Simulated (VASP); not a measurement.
# Sn (Fd-3m) in VASP: a series of runs, part 2 of 2

VASP 6.6.1.

### Step 4. Single point, PBE (volume scaled by 0.68)

INCAR

```
PREC     = Accurate       # precision mode
ENCUT    = 520            # plane-wave cutoff, eV
EDIFF    = 1E-6           # SCF threshold, eV
ISMEAR   = -1             # smearing method
SIGMA    = 0.08           # smearing width, eV
LREAL    = F              # projectors in reciprocal space
LASPH    = T              # aspherical terms in the spheres
NELM     = 60             # most SCF steps
ALGO     = Normal         # electronic algorithm
ISIF     = 2              # what is computed and relaxed
LWAVE    = F              # write WAVECAR
LCHARG   = F              # write CHGCAR
GGA      = PE             # functional
NBANDS   = 21             # bands
```

KPOINTS

```
Automatic mesh
0
Gamma
  10 10 10
```

POSCAR

```
Sn
1.0
    0.0000000000      2.9269744139      2.9269744139
    2.9269744139      0.0000000000      2.9269744139
    2.9269744139      2.9269744139      0.0000000000
Sn
2
Direct
   -0.1250000000     -0.1250000000     -0.1250000000
    0.1250000000      0.1250000000      0.1250000000
```

Potentials or basis: VASP PAW PBE potentials, release 64 (Sn_d).

Started as:

```
> cat potpaw_PBE.64/Sn_d/POTCAR > POTCAR
> mpirun -np 1 vasp_std > vasp.out
```

OUTCAR:

```text
PREC = Accurate
   ENCUT = 520
   EDIFF = 1E-6
   ISMEAR = -1
   LREAL = F
   LASPH = T
   NELM = 60
   ISIF = 2
   GGA = PE

 ion  position               nearest neighbor table
   1  0.875  0.875  0.875-   2 2.53   2 2.53   2 2.53   2 2.53
   2  0.125  0.125  0.125-   1 2.53   1 2.53   1 2.53   1 2.53

  LATTYP: Found a face centered cubic cell.
 ALAT       =     5.8539488278

  Lattice vectors:

 A1 = (   0.0000000000,   2.9269744139,   2.9269744139)
 A2 = (   2.9269744139,   0.0000000000,   2.9269744139)
 A3 = (   2.9269744139,   2.9269744139,   0.0000000000)

Analysis of symmetry for initial positions (statically):
=====================================================================
 Subroutine PRICEL returns:
 Original cell was already a primitive cell.

 Routine SETGRP: Setting up the symmetry group for a
 face centered cubic supercell.

 Subroutine GETGRP returns: Found 48 space group operations
 (whereof 12 operations were pure point group operations)
 out of a pool of 48 trial point group operations.

The static configuration has the point symmetry D_3d.
 The point group associated with its full space group is O_h .

Analysis of symmetry for dynamics (positions and initial velocities):
=====================================================================
 Subroutine PRICEL returns:
 Original cell was already a primitive cell.

 Routine SETGRP: Setting up the symmetry group for a
 face centered cubic supercell.

 Subroutine GETGRP returns: Found 48 space group operations
 (whereof 12 operations were pure point group operations)
 out of a pool of 48 trial point group operations.

The dynamic configuration has the point symmetry D_3d.
 The point group associated with its full space group is O_h .

 Subroutine INISYM returns: Found 48 space group operations
 (whereof 12 operations are pure point group operations),
 and found     1 'primitive' translations

----------------------------------------------------------------------------------------

                                     Primitive cell

  volume of cell :      50.1518

  direct lattice vectors                    reciprocal lattice vectors
     0.000000000  2.926974414  2.926974414    -0.170824862  0.170824862  0.170824862
     2.926974414  0.000000000  2.926974414     0.170824862 -0.170824862  0.170824862
     2.926974414  2.926974414  0.000000000     0.170824862  0.170824862 -0.170824862

  length of vectors
     4.139366913  4.139366913  4.139366913     0.295877340  0.295877340  0.295877340

  position of ions in fractional coordinates (direct lattice)
     0.875000000  0.875000000  0.875000000
     0.125000000  0.125000000  0.125000000

  ion indices of the primitive-cell ions
   primitive index   ion index
                 1           1
                 2           2

----------------------------------------------------------------------------------------

 KPOINTS: Automatic mesh

Automatic generation of k-mesh.
 Grid dimensions read from file:
 generate k-points for:   10   10   10

 Generating k-lattice:

  Cartesian coordinates                     Fractional coordinates (reciprocal lattice)
    -0.017082486  0.017082486  0.017082486     0.100000000  0.000000000  0.000000000
     0.017082486 -0.017082486  0.017082486     0.000000000  0.100000000  0.000000000
     0.017082486  0.017082486 -0.017082486     0.000000000  0.000000000  0.100000000

  Length of vectors
     0.029587734  0.029587734  0.029587734

  Shift w.r.t. Gamma in fractional coordinates (k-lattice)
     0.000000000  0.000000000  0.000000000

 Subroutine IBZKPT returns following result:
 ===========================================

 Found     47 irreducible k-points:

 Following reciprocal coordinates:
            Coordinates               Weight
  0.000000  0.000000  0.000000      1.000000
  0.100000  0.000000  0.000000      8.000000
  0.200000  0.000000  0.000000      8.000000
  0.300000  0.000000  0.000000      8.000000
  0.400000  0.000000  0.000000      8.000000
  0.500000  0.000000  0.000000      4.000000
[... 16 lines left out ...]
  0.300000  0.300000  0.000000      6.000000
  0.400000  0.300000  0.000000     24.000000
 [... further k-points ...]
   k-points           NKPTS =     47   k-points in BZ     NKDIM =     47   number of bands    NBANDS=     21
   number of dos      NEDOS =    301   number of ions     NIONS =      2
   total plane-waves  NPLWV =  32768
   dimension x,y,z NGX =    32 NGY =   32 NGZ =   32
   dimension x,y,z NGXF=    64 NGYF=   64 NGZF=   64
   ions per type =               2
   NGX,Y,Z   is equivalent  to a cutoff of  12.85, 12.85, 12.85 a.u.
   NGXF,Y,Z  is equivalent  to a cutoff of  25.70, 25.70, 25.70 a.u.
 SYSTEM =  unknown system
   PREC   = accura    normal or accurate (medium, high low for compatibility)
   ISTART =      0    job   : 0-new  1-cont  2-samecut
   ICHARG =      2    charge: 1-file 2-atom 10-const
   ISPIN  =      1    spin polarized calculation?
   LNONCOLLINEAR =      F non collinear calculations
   LSORBIT =      F    spin-orbit coupling
   LASPH  =      T    aspherical Exc in radial PAW
   ENCUT  =  520.0 eV  38.22 Ry    6.18 a.u.   7.70  7.70  7.70*2*pi/ulx,y,z
   NELM   =     60;   NELMIN=  2; NELMDL= -5     # of ELM steps
   EDIFF  = 0.1E-05   stopping-criterion for ELM
   LREAL  =      F    real-space projection
   EDIFFG = 0.1E-04   stopping-criterion for IOM
   NSW    =      0    number of steps for IOM
   IBRION =     -1    ionic relax: 0-MD 1-quasi-New 2-CG
   NFREE  =      0    steps in history (QN), initial steepest desc. (CG)
   ISIF   =      2    stress and relaxation
   ISYM   =      2    0-nonsym 1-usesym 2-fastsym
   POTIM  = 0.5000    time-step for ionic-motion
   TEBEG  =    0.0;   TEEND  =   0.0 temperature during run
   PSTRESS=    0.0 pullay stress
   NELECT =      28.0000    total number of electrons
   NUPDOWN=      -1.0000    fix difference up-down
   EMIN   =  10.00;   EMAX   =-10.00  energy-range for DOS
   EFERMI =   0.00;   METHOD = LEGACY
   ISMEAR =    -1;   SIGMA  =   0.08  broadening in eV -4-tet -1-fermi 0-gaus
   EFERMI_NEDOS =   21; number of points for ismear=-14 and -15
   IALGO  =     38    algorithm
   IMIX   =      4    mixing-type and parameters
     AMIX     =   0.40;   BMIX     =  1.00
     AMIX_MAG =   1.60;   BMIX_MAG =  1.00
  volume/ion in A,a.u.               =      25.08       169.22
  Fermi-wavevector in a.u.,A,eV,Ry     =   1.348027  2.547402 24.724190  1.817177
  Thomas-Fermi vector in A             =   2.475729
   LORBIT       =      0    0 simple, 1 ext, 2 COOP (PROOUT), +10 PAW based schemes
   GGA     = PE    functional components
   LHFCALC =     F    Hartree Fock is set to
   AEXX    =    0.0000 exact exchange contribution
   IVDW    =     0    specifies the selected vdW correction
   LEPSILON=     F    determine dielectric tensor
   LRPA    =     F    only Hartree local field effects (RPA)
 non-spin polarized calculation
  energy-cutoff  :      520.00
  volume of cell :       50.15
 maximum number of plane-waves:      1369
   NGX = 15   NGY = 15   NGZ = 15

 number of electron      27.9999987 magnetization

 Free energy of the ion-electron system (eV)
  ---------------------------------------------------
  ext. energy  EPLUGINS =         0.00000000
  ---------------------------------------------------
  free energy    TOTEN  =        -5.92507806 eV

  energy without entropy =       -5.92275872  energy(sigma->0) =       -5.92391839

 E-fermi :   9.6394     XC(G=0): -10.3209

 val. band max:        9.3766221330   @ k =  -0.1000   0.1000   0.0000
 cond. band min:       9.6929656263   @ k =   0.0000   0.0000   0.0000
 fundamental gap:      0.3163434933
 Fermi energy:         9.6393863891

 k-point     1 :       0.0000    0.0000    0.0000
  band No.  band energies     occupation
      1     -13.1322      2.00000
      2     -13.1322      2.00000
      3     -13.1322      2.00000
      4     -13.0192      2.00000
      5     -13.0192      2.00000
      6     -12.3448      2.00000
[... 13 lines left out ...]
     20      17.8453      0.00000
     21      17.8453      0.00000
[... 529 lines left out ...]
 k-point    24 :       0.4000    0.3000    0.0000
  band No.  band energies     occupation
      1     -13.2372      2.00000
      2     -13.2175      2.00000
      3     -13.0943      2.00000
      4     -12.8112      2.00000
      5     -12.7652      2.00000
      6     -12.6719      2.00000
[... 13 lines left out ...]
     20      20.0267      0.00000
     21      20.1065      0.00000

 [... further k-points ...]

------------------------ aborting loop because EDIFF is reached ----------------------------------------

  FORCE on cell =-STRESS in cart. coord.  units (eV):
  Direction    XX          YY          ZZ          XY          YZ          ZX
  --------------------------------------------------------------------------------------
  -------------------------------------------------------------------------------------
  Total       10.8839846     10.8839846     10.8839846      0.0000000      0.0000000     -0.0000000
  in kB      347.7056349    347.7056349    347.7056349      0.0000000      0.0000000     -0.0000000
  external PRESSURE =     347.7056349 kB  Pullay stress =       0.0000000 kB

 VOLUME and BASIS-vectors are now :
 -----------------------------------------------------------------------------
  energy-cutoff  :      520.00
  volume of cell :       50.15
      direct lattice vectors                 reciprocal lattice vectors
     0.000000000  2.926974414  2.926974414    -0.170824862  0.170824862  0.170824862
     2.926974414  0.000000000  2.926974414     0.170824862 -0.170824862  0.170824862
     2.926974414  2.926974414  0.000000000     0.170824862  0.170824862 -0.170824862

 POSITION                                       TOTAL-FORCE (eV/Angst)
 -----------------------------------------------------------------------------------
      5.12221      5.12221      5.12221         0.000000      0.000000      0.000000
      0.73174      0.73174      0.73174        -0.000000     -0.000000     -0.000000
 -----------------------------------------------------------------------------------
    total drift:                                0.000000      0.000000     -0.000000

  FREE ENERGIE OF THE ION-ELECTRON SYSTEM (eV)
  ---------------------------------------------------
  free  energy   TOTEN  =        -5.9250780564 eV

  energy  without entropy=       -5.9227587215  energy(sigma->0) =       -5.92391839
```

Wall time 65 s (1 thread of AMD EPYC 7R13, shared host); peak memory 0.16 GiB.

What came out:

```yaml
Free_energy: -5.9251 eV
Pressure: 34.8 GPa
```

Levels at points of the mesh, in eV from the Fermi level:
```csv
k point,band 11,band 12,band 13,band 14,band 15,band 16,band 17,band 18
"(0.00, 0.00, 0.00)",-13.19,0.05,0.05,0.05,1.63,2.03,2.03,2.03
"(0.50, 0.00, 0.00)",-10.79,-8.01,-1.75,-1.75,0.69,3.17,3.17,5.06
"(0.50, 0.50, 0.00)",-8.92,-8.92,-3.76,-3.76,0.24,0.24,9.72,9.72
```

Caveat: spin-orbit coupling is left out, which moves the levels of the heavy elements.
